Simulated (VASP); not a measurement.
# Zr (P6_3/mmc) in VASP: further runs, part 2 of 2

VASP 6.6.1. Earlier steps stand in the parts before.

## 3. Single point, LDA

This run uses another cell than the first one, of 25.14 Å³/atom, 1.038 times its volume.

The input, INCAR:

```
PREC = Accurate
ENCUT = 500
EDIFF = 1E-6
ISMEAR = 1
SIGMA = 0.1
LREAL = F
LASPH = T
NELM = 120
ALGO = Normal
ISIF = 2
LWAVE = F
LCHARG = T
LELF = T
LVHAR = T
NBANDS = 19
GGA_COMPAT = F
```

The input, KPOINTS:

```
Automatic mesh
0
Gamma
  10 10 5
```

The input, POSCAR:

```
Zr
1.0
    3.3159853558      0.0000000000      0.0000000000
   -1.6579926779      2.8717233450      0.0000000000
    0.0000000000      0.0000000000      5.2807477185
Zr
2
Direct
    0.3333333333      0.6666666667      0.2500000000
    0.6666666667      0.3333333333      0.7500000000
```

Potentials or basis: VASP PAW LDA potentials, release 64 (Zr_sv).

Run with:

```
$ cat potpaw_LDA.64/Zr_sv/POTCAR > POTCAR
$ mpirun -np 1 vasp_std > vasp.out
```

OUTCAR:

```text
PREC = Accurate
   ENCUT = 500
   EDIFF = 1E-6
   ISMEAR = 1
   LREAL = F
   LASPH = T
   NELM = 120
   ISIF = 2

 ion  position               nearest neighbor table
   1  0.333  0.667  0.250-   2 3.26   2 3.26   2 3.26   2 3.26   2 3.26   2 3.26
   2  0.667  0.333  0.750-   1 3.26   1 3.26   1 3.26   1 3.26   1 3.26   1 3.26

  LATTYP: Found a hexagonal cell.
 ALAT       =     3.3159853558
 C/A-ratio  =     1.5925123762

  Lattice vectors:

 A1 = (   3.3159853558,   0.0000000000,   0.0000000000)
 A2 = (  -1.6579926779,   2.8717233450,   0.0000000000)
 A3 = (   0.0000000000,   0.0000000000,   5.2807477185)

Analysis of symmetry for initial positions (statically):
=====================================================================
 Subroutine PRICEL returns:
 Original cell was already a primitive cell.

 Routine SETGRP: Setting up the symmetry group for a
 hexagonal supercell.

 Subroutine GETGRP returns: Found 24 space group operations
 (whereof 12 operations were pure point group operations)
 out of a pool of 24 trial point group operations.

The static configuration has the point symmetry D_3d.
 The point group associated with its full space group is D_6h.

Analysis of symmetry for dynamics (positions and initial velocities):
=====================================================================
 Subroutine PRICEL returns:
 Original cell was already a primitive cell.

 Routine SETGRP: Setting up the symmetry group for a
 hexagonal supercell.

 Subroutine GETGRP returns: Found 24 space group operations
 (whereof 12 operations were pure point group operations)
 out of a pool of 24 trial point group operations.

The dynamic configuration has the point symmetry D_3d.
 The point group associated with its full space group is D_6h.

 Subroutine INISYM returns: Found 24 space group operations
 (whereof 12 operations are pure point group operations),
 and found     1 'primitive' translations

----------------------------------------------------------------------------------------

                                     Primitive cell

  volume of cell :      50.2864

  direct lattice vectors                    reciprocal lattice vectors
     3.315985356  0.000000000  0.000000000     0.301569486  0.174111479  0.000000000
    -1.657992678  2.871723345  0.000000000     0.000000000  0.348222959  0.000000000
     0.000000000  0.000000000  5.280747718     0.000000000  0.000000000  0.189367122

  length of vectors
     3.315985356  3.315981708  5.280747718     0.348222576  0.348222959  0.189367122

  position of ions in fractional coordinates (direct lattice)
     0.333333333  0.666666667  0.250000000
     0.666666667  0.333333333  0.750000000

  ion indices of the primitive-cell ions
   primitive index   ion index
                 1           1
                 2           2

----------------------------------------------------------------------------------------

 KPOINTS: Automatic mesh

Automatic generation of k-mesh.
 Grid dimensions read from file:
 generate k-points for:   10   10    5

 Generating k-lattice:

  Cartesian coordinates                     Fractional coordinates (reciprocal lattice)
     0.030156949  0.017411148  0.000000000     0.100000000  0.000000000  0.000000000
     0.000000000  0.034822296  0.000000000     0.000000000  0.100000000  0.000000000
     0.000000000  0.000000000  0.037873424     0.000000000  0.000000000  0.200000000

  Length of vectors
     0.034822258  0.034822296  0.037873424

  Shift w.r.t. Gamma in fractional coordinates (k-lattice)
     0.000000000  0.000000000  0.000000000

 Subroutine IBZKPT returns following result:
 ===========================================

 Found     42 irreducible k-points:

 Following reciprocal coordinates:
            Coordinates               Weight
  0.000000  0.000000  0.000000      1.000000
  0.100000  0.000000  0.000000      6.000000
  0.200000  0.000000  0.000000      6.000000
  0.300000  0.000000  0.000000      6.000000
  0.400000  0.000000  0.000000      6.000000
  0.500000  0.000000  0.000000      3.000000
[... 16 lines left out ...]
  0.300000  0.100000  0.200000     24.000000
  0.400000  0.100000  0.200000     24.000000
 [... further k-points ...]
   k-points           NKPTS =     42   k-points in BZ     NKDIM =     42   number of bands    NBANDS=     19
   number of dos      NEDOS =    301   number of ions     NIONS =      2
   total plane-waves  NPLWV =  23040
   dimension x,y,z NGX =    24 NGY =   24 NGZ =   40
   dimension x,y,z NGXF=    48 NGYF=   48 NGZF=   80
   ions per type =               2
   NGX,Y,Z   is equivalent  to a cutoff of  12.03, 12.03, 12.59 a.u.
   NGXF,Y,Z  is equivalent  to a cutoff of  24.06, 24.06, 25.19 a.u.
 SYSTEM =  unknown system
   PREC   = accura    normal or accurate (medium, high low for compatibility)
   ISTART =      0    job   : 0-new  1-cont  2-samecut
   ICHARG =      2    charge: 1-file 2-atom 10-const
   ISPIN  =      1    spin polarized calculation?
   LNONCOLLINEAR =      F non collinear calculations
   LSORBIT =      F    spin-orbit coupling
   LASPH  =      T    aspherical Exc in radial PAW
   ENCUT  =  500.0 eV  36.75 Ry    6.06 a.u.   6.05  6.05  9.63*2*pi/ulx,y,z
   NELM   =    120;   NELMIN=  2; NELMDL= -5     # of ELM steps
   EDIFF  = 0.1E-05   stopping-criterion for ELM
   LREAL  =      F    real-space projection
   EDIFFG = 0.1E-04   stopping-criterion for IOM
   NSW    =      0    number of steps for IOM
   IBRION =     -1    ionic relax: 0-MD 1-quasi-New 2-CG
   NFREE  =      0    steps in history (QN), initial steepest desc. (CG)
   ISIF   =      2    stress and relaxation
   ISYM   =      2    0-nonsym 1-usesym 2-fastsym
   POTIM  = 0.5000    time-step for ionic-motion
   TEBEG  =    0.0;   TEEND  =   0.0 temperature during run
   PSTRESS=    0.0 pullay stress
   NELECT =      24.0000    total number of electrons
   NUPDOWN=      -1.0000    fix difference up-down
   EMIN   =  10.00;   EMAX   =-10.00  energy-range for DOS
   EFERMI =   0.00;   METHOD = LEGACY
   ISMEAR =     1;   SIGMA  =   0.10  broadening in eV -4-tet -1-fermi 0-gaus
   EFERMI_NEDOS =   21; number of points for ismear=-14 and -15
   IALGO  =     38    algorithm
   IMIX   =      4    mixing-type and parameters
     AMIX     =   0.40;   BMIX     =  1.00
     AMIX_MAG =   1.60;   BMIX_MAG =  1.00
  volume/ion in A,a.u.               =      25.14       169.67
  Fermi-wavevector in a.u.,A,eV,Ry     =   1.279367  2.417652 22.269732  1.636779
  Thomas-Fermi vector in A             =   2.411856
   LORBIT       =      0    0 simple, 1 ext, 2 COOP (PROOUT), +10 PAW based schemes
   GGA     = CA    functional components
   LHFCALC =     F    Hartree Fock is set to
   AEXX    =    0.0000 exact exchange contribution
   IVDW    =     0    specifies the selected vdW correction
   LEPSILON=     F    determine dielectric tensor
   LRPA    =     F    only Hartree local field effects (RPA)
 non-spin polarized calculation
 Methfessel and Paxton  Order N= 1 SIGMA  =   0.10
  energy-cutoff  :      500.00
  volume of cell :       50.29
 maximum number of plane-waves:      1293
   NGX = 13   NGY = 13   NGZ = 19

 number of electron      24.0000000 magnetization

 Free energy of the ion-electron system (eV)
  ---------------------------------------------------
  ext. energy  EPLUGINS =         0.00000000
  ---------------------------------------------------
  free energy    TOTEN  =       -18.32254440 eV

  energy without entropy =      -18.32464648  energy(sigma->0) =      -18.32324510

 E-fermi :   7.9667     XC(G=0): -10.9503

 val. band max:        7.9627927378   @ k =   0.0000   0.0000   0.4000
 cond. band min:       7.9818211187   @ k =   0.1000   0.0000   0.2000
 fundamental gap:      0.0190283809
 Fermi energy:         7.9667403042

 k-point     1 :       0.0000    0.0000    0.0000
  band No.  band energies     occupation
      1     -40.7580      2.00000
      2     -40.6432      2.00000
      3     -19.3132      2.00000
      4     -18.6117      2.00000
      5     -18.6117      2.00000
      6     -18.5142      2.00000
[... 11 lines left out ...]
     18       9.8972     -0.00000
     19      11.9984      0.00000

 k-point     2 :       0.1000    0.0000    0.0000
  band No.  band energies     occupation
      1     -40.7496      2.00000
      2     -40.6398      2.00000
      3     -19.2891      2.00000
      4     -18.6638      2.00000
      5     -18.6289      2.00000
      6     -18.5513      2.00000
[... 476 lines left out ...]
 k-point    24 :       0.4000    0.1000    0.2000
  band No.  band energies     occupation
      1     -40.6540      2.00000
      2     -40.6234      2.00000
      3     -19.1802      2.00000
      4     -19.0637      2.00000
      5     -18.8896      2.00000
      6     -18.7739      2.00000
[... 11 lines left out ...]
     18      12.4994      0.00000
     19      13.2045      0.00000

 [... further k-points ...]
[... 5 lines left out ...]
  --------------------------------------------------------------------------------------
  -------------------------------------------------------------------------------------
  Total       -3.6312855     -3.6312748     -3.7823311      0.0000000     -0.0000000      0.0000000
  in kB     -115.6965342   -115.6961948   -120.5090043      0.0000000     -0.0000000      0.0000000
  external PRESSURE =    -117.3005778 kB  Pullay stress =       0.0000000 kB

 VOLUME and BASIS-vectors are now :
 -----------------------------------------------------------------------------
  energy-cutoff  :      500.00
  volume of cell :       50.29
      direct lattice vectors                 reciprocal lattice vectors
     3.315985356  0.000000000  0.000000000     0.301569486  0.174111479  0.000000000
    -1.657992678  2.871723345  0.000000000     0.000000000  0.348222959  0.000000000
     0.000000000  0.000000000  5.280747718     0.000000000  0.000000000  0.189367122

 POSITION                                       TOTAL-FORCE (eV/Angst)
 -----------------------------------------------------------------------------------
     -0.00000      1.91448      1.32019         0.000000      0.000000      0.000000
      1.65799      0.95724      3.96056        -0.000000     -0.000000      0.000000
 -----------------------------------------------------------------------------------
    total drift:                               -0.000000      0.000000     -0.000000

  FREE ENERGIE OF THE ION-ELECTRON SYSTEM (eV)
  ---------------------------------------------------
  free  energy   TOTEN  =       -18.3225444044 eV

  energy  without entropy=      -18.3246464781  energy(sigma->0) =      -18.32324510
```

OSZICAR:

```text
N       E                     dE             d eps       ncg     rms          rms(c)
DAV:   1     0.203216940967E+03    0.20322E+03   -0.12932E+04  1596   0.121E+03
DAV:   2    -0.380953928751E+01   -0.20703E+03   -0.20344E+03  1875   0.358E+02
DAV:   3    -0.188305899007E+02   -0.15021E+02   -0.14899E+02  2917   0.682E+01
DAV:   4    -0.192194046341E+02   -0.38881E+00   -0.38837E+00  1878   0.112E+01
DAV:   5    -0.192313375955E+02   -0.11933E-01   -0.11931E-01  2424   0.136E+00    0.125E+01
DAV:   6    -0.184775019521E+02    0.75384E+00   -0.11494E+00  1733   0.741E+00    0.463E+00
DAV:   7    -0.183229129859E+02    0.15459E+00   -0.64531E-01  2323   0.470E+00    0.110E+00
DAV:   8    -0.183224089897E+02    0.50400E-03   -0.27529E-02  2181   0.130E+00    0.253E-01
DAV:   9    -0.183225441555E+02   -0.13517E-03   -0.18988E-03  2122   0.335E-01    0.223E-02
DAV:  10    -0.183225413781E+02    0.27774E-05   -0.61903E-05  2248   0.411E-02    0.193E-02
DAV:  11    -0.183225444782E+02   -0.31001E-05   -0.68289E-06  1842   0.264E-02    0.180E-03
DAV:  12    -0.183225444044E+02    0.73797E-07   -0.34336E-07  1019   0.497E-03
   1 F= -.18322544E+02 E0= -.18323245E+02  d E =0.210207E-02
```

stdout:

```text
POSCAR found type information on POSCAR Zr
 POSCAR found :  1 types and       2 ions
 scaLAPACK will be used
 LDA part: xc-table for (Slater(with rela. corr.)+CA(PZ))
 , standard interpolation
 POSCAR, INCAR and KPOINTS ok, starting setup
 FFT: planning ... GRIDC
 FFT: planning ... GRID_SOFT
 FFT: planning ... GRID
 WAVECAR not read
 entering main loop
```

Wall time 11 s (1 thread of Intel Xeon 6975P-C (Granite Rapids), shared host); peak memory 0.15 GiB.

Results:

```
Free energy            : -18.3225 eV
Pressure               : -11.7 GPa
Band gap on the k mesh : zero (band 12 reaches 8.77 eV, above the bottom of band 13 at 7.65 eV)
```
